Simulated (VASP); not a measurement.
The system is Ge.

```
Ge
1.0
     1.39715   -2.60052    0.00000
     1.39715    2.60052    0.00000
     0.00000    0.00000    2.69823
Ge
1
Direct
  0.50000 0.50000 0.00000
```

Base run:

| Item | Value |
| --- | --- |
| Program | VASP 6.6.1 |
| Functional | PBEsol |
| Potentials or basis | VASP PAW PBE potentials, release 64 (Ge_d) |
| Cutoff | 500 eV |
| k mesh | 8 × 8 × 8 |
| Occupations | fermi-dirac, width 0.1 eV |
| Spin | no spin polarisation |

Its results: band gap on the k mesh zero (bands 7 and 8 overlap by 8.91 eV); pressure -4.5 GPa.

Problem. The run is repeated on the same cell with these changes: k mesh from 8 × 8 × 8 to 6 × 6 × 5. What comes out?

Solution. Band gap on the k mesh zero (bands 7 and 8 overlap by 9.85 eV); pressure -2.7 GPa.

Caveats: some runs use coarse meshes; the PAW data sets were made with another functional, which shifts forces and pressure a little; the cell stands under tension (at least some runs).
